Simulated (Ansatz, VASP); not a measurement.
## AlN in VASP and in Ansatz

Contents of INCAR:

```
PREC = Accurate
ENCUT = 520
EDIFF = 1E-6
ISMEAR = 0
SIGMA = 0.01
LREAL = F
LASPH = T
NELM = 80
ALGO = Normal
ISIF = 2
LWAVE = F
LCHARG = T
GGA = PE
LELF = T
LVHAR = T
NBANDS = 11
```

KPOINTS

```
Automatic mesh
0
Gamma
  6 6 6
```

The input POSCAR:

```
AlN
1.0
    0.0068330943      2.2125886018      2.2125558465
    2.1598671499     -0.0141415492      2.2334057102
    2.1596851358      2.2334917630     -0.0142017685
Al N
1 1
Direct
   -0.0060221109     -0.0109616493      0.0005599189
    0.7515648169      0.7285965783      0.7404194024
```

Input for Ansatz:

```yaml
crystal:
  lattice:
    - [0.006833094298020866, 2.2125886018337435, 2.2125558465280597]
    - [2.159867149883412, -0.014141549155353183, 2.2334057102151514]
    - [2.159685135839352, 2.233491762986241, -0.014201768499101175]
  atoms:
    - { symbol: Al, position: [-0.006022110869638419, -0.010961649282055575, 0.0005599189299302148] }
    - { symbol: "N", position: [0.751564816865449, 0.7285965783059054, 0.7404194024125876] }
basis:
  ecutwfc: 450.0
kpoints:
  mp_grid:
    grid: [6, 6, 6]
hamiltonian:
  xc: pbe
scf:
  occupations:
    method: fixed
output:
  forces: true
  stress: true
```

Alike in both runs: task single point; functional PBE; k mesh 6 × 6 × 6; no spin polarisation.

|  | VASP | Ansatz |
| --- | --- | --- |
| version | VASP 6.6.1 | Ansatz 0.2.0 |
| potentials or method | VASP PAW PBE potentials, release 64 (Al, N), cutoff 520 eV | plane waves, PAW |
| occupations | gaussian, width 0.01 eV | fixed |
| valence electrons in the cell | 8 | 8 |

```csv
,VASP,Ansatz,Ansatz less VASP
pressure (GPa),-1.3,-1.0,+0.28
"traceless stress, the component that is largest in VASP (GPa)",2.47,2.45,-0.020
rms of the force components (eV/Å),0.271,0.271,-0.0007
```

Atom by atom the forces differ by 0.001 eV/Å (rms over components).
